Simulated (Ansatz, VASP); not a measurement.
This is a calculation of AlNi for VASP 6.6.1.

The input INCAR:

```
PREC = Accurate
ENCUT = 520
EDIFF = 1E-6
ISMEAR = -1
SIGMA = 0.05
LREAL = False
LASPH = True
NELM = 150
ALGO = Normal
ISIF = 2
LWAVE = False
LCHARG = False
ISPIN = 2
MAGMOM = 1 0
LORBIT = 11
LMAXMIX = 4
GGA = PS
NBANDS = 18
```

Contents of KPOINTS:

```
Automatic mesh
0
Gamma
  9 9 9
```

Contents of POSCAR:

```
AlNi
1.0
    2.9000800262      0.0000000000      0.0000000000
    0.0000000000      2.9000800262      0.0000000000
    0.0000000000      0.0000000000      2.9000800262
Ni Al
1 1
Direct
    0.5000000000      0.5000000000      0.5000000000
    0.0000000000      0.0000000000      0.0000000000
```

Potentials or basis: VASP PAW PBE potentials, release 64 (Ni, Al).

Run with:

```bash
$ cat potpaw_PBE.64/Ni/POTCAR potpaw_PBE.64/Al/POTCAR > POTCAR
$ mpirun -np 1 vasp_std > vasp.out
```

**Question.** Translate it to Ansatz 0.2.0. Potentials there: all-electron LAPW, scalar-relativistic.

**Answer.** As run (the cutoff follows the program's own potentials):

input.yaml

```yaml
crystal:
  lattice:
    - [2.9000800262, 0.0, 0.0]
    - [0.0, 2.9000800262, 0.0]
    - [0.0, 0.0, 2.9000800262]
  atoms:
    - { symbol: Ni, position: [0.5, 0.5, 0.5], spin: 1.0 }
    - { symbol: Al, position: [0.0, 0.0, 0.0] }
kpoints:
  mp_grid: { grid: [9, 9, 9] }
scf:
  occupations: { method: fermi_dirac, width: 0.05 }
hamiltonian:
  xc: pbesol
  pseudopotentials: { kind: all_electron, lapw: { basis_error: 0.001 } }
magnetization:
  spin_polarized: true
output:
  forces: true
  stress: true
  eigenvalues: true
```

Potentials or basis: all-electron LAPW, scalar-relativistic.

Command:

```bash
$ ansatz run input.yaml --threads 2 --pin off --max-ram 6144MiB --backend cpu --events-out ev --progress --plain --runs-dir out
```

Both were run:

|  | VASP | Ansatz | Ansatz less VASP |
| --- | --- | --- | --- |
| gap on the k mesh at the Fermi level (eV) | none | none | - |
| pressure (GPa) | -6.2 | -6.4 | -0.17 |
| net moment per atom (μB) | 0.00 | 0.00 | 0.000 |

VASP's potentials were made for PBE, not for PBEsol. A gap of «none» marks a metal or a gap that the smearing closes. Ansatz ran all-electron here, and VASP with PAW potentials.
